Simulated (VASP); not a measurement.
Write the native input for VASP 6.6.1 that does the following.

- Task: single point
- Functional: PBE
- Potentials or basis: VASP PAW PBE potentials, release 64 (Ca_sv, Ag, F)
- Cutoff: 520 eV
- k mesh: 6 × 6 × 4
- Occupations: gaussian, width 0.1 eV
- Spin: no spin polarisation
- Dipole correction: no
- Further INCAR settings: ALGO = Normal; EDIFF = 1e-06; NBANDS = 27

The structure of Ca2AgF lies in POSCAR:

```
Ca2AgF
1.0
    3.8249860100      0.0000000000      0.0000000000
   -1.9124930000      3.3125350500      0.0000000000
    0.0000000000      0.0000000000      6.0852273100
Ca Ag F
2 1 1
Direct
    0.3333333300      0.6666666700      0.3657821900
    0.6666666700      0.3333333300      0.6342178100
    0.0000000000      0.0000000000      0.0000000000
    0.0000000000      0.0000000000      0.5000000000
```

The cell was generated, and may not be a known phase.

These files were run (other wordings do the same):

INCAR

```
PREC = Accurate
ENCUT = 520
EDIFF = 1E-6
ISMEAR = 0
SIGMA = 0.1
LREAL = False
LASPH = True
NELM = 60
ALGO = Normal
ISIF = 2
LWAVE = False
LCHARG = False
GGA = PE
NBANDS = 27
```

KPOINTS

```
Automatic mesh
0
Gamma
  6 6 4
```

Potentials or basis: VASP PAW PBE potentials, release 64 (Ca_sv, Ag, F).

The run is started by

```sh
$ cat potpaw_PBE.64/Ca_sv/POTCAR potpaw_PBE.64/Ag/POTCAR potpaw_PBE.64/F/POTCAR > POTCAR
$ mpirun -np 1 vasp_std > vasp.out
```

It gave:

```
Pressure               : 11.3 GPa
Largest force          : 3.897 eV/Å
Band gap on the k mesh : zero (bands 19 and 20 overlap by 0.48 eV)
```

Caveat: the cell stands under pressure; forces of over 1 eV/Å act on the atoms, so gaps and moduli don't describe the material at rest.

Run time: 23 s on 1 thread of Intel(R) Xeon(R) 6975P-C (Granite Rapids) (shared host), peak memory 0.2 GiB.
